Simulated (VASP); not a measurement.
Write the native input for VASP 6.6.1 that does the following.

```yaml
Task: single point
Functional: PBE
Potentials_or_basis: VASP PAW PBE potentials, release 64 (Ba_sv, Ta_sv_GW, C)
Cutoff: 700 eV
k_mesh: 12 × 12 × 4
Occupations: gaussian, width 0.1 eV
Spin: no spin polarisation
Dipole_correction: no
Further_INCAR_settings: ALGO = Normal; EDIFF = 1e-06; NBANDS = 28
```

The structure of Ba2TaC2 lies in POSCAR:

```
Ba2TaC2
1.0
    3.6231873536      0.0000000000      0.0000000000
   -1.8115936768      3.1377722909      0.0000000000
    0.0000000000      0.0000000000     10.2421376039
Ba Ta C
2 1 2
Direct
    0.6666666667      0.3333333333      0.2731308158
    0.6666666667      0.3333333333      0.7268691842
    0.0000000000      0.0000000000      0.0000000000
    0.3333333333      0.6666666667      0.0793263313
    0.3333333333      0.6666666667      0.9206736687
```

The cell was generated, and may not be a known phase.

These files were run (other wordings do the same):

INCAR

```
SYSTEM = Ba2TaC2
  PREC = Accurate
  ENCUT = 700
  EDIFF = 1E-6
  ISMEAR = 0
  SIGMA = 0.1
  LREAL = .False.
  LASPH = .True.
  NELM = 120
  ALGO = Normal
  ISIF = 2
  LWAVE = .False.
  LCHARG = .True.
  GGA = PE
  LELF = .True.
  LVHAR = .True.
  NBANDS = 28
  GGA_COMPAT = .False.
```

KPOINTS

```
regular mesh
0
Gamma
  12 12 4
  0 0 0
```

Potentials or basis: VASP PAW PBE potentials, release 64 (Ba_sv, Ta_sv_GW, C).

The run is started by

```console
$ cat potpaw_PBE.64/Ba_sv/POTCAR potpaw_PBE.64/Ta_sv_GW/POTCAR potpaw_PBE.64/C/POTCAR > POTCAR
$ mpirun -np 1 vasp_std > vasp.out
```

Results of the run:

The pressure is 0.9 GPa, the largest force is 0.171 eV/Å and the band gap on the k mesh is zero (an odd number of electrons rules out a gap without spin polarisation).

Caveat: spin-orbit coupling is left out, which moves the levels of the heavy elements.

It took 2.1 min on 1 thread of Intel(R) Xeon(R) 6975P-C (Granite Rapids), on a shared host, peak memory 0.49 GiB.
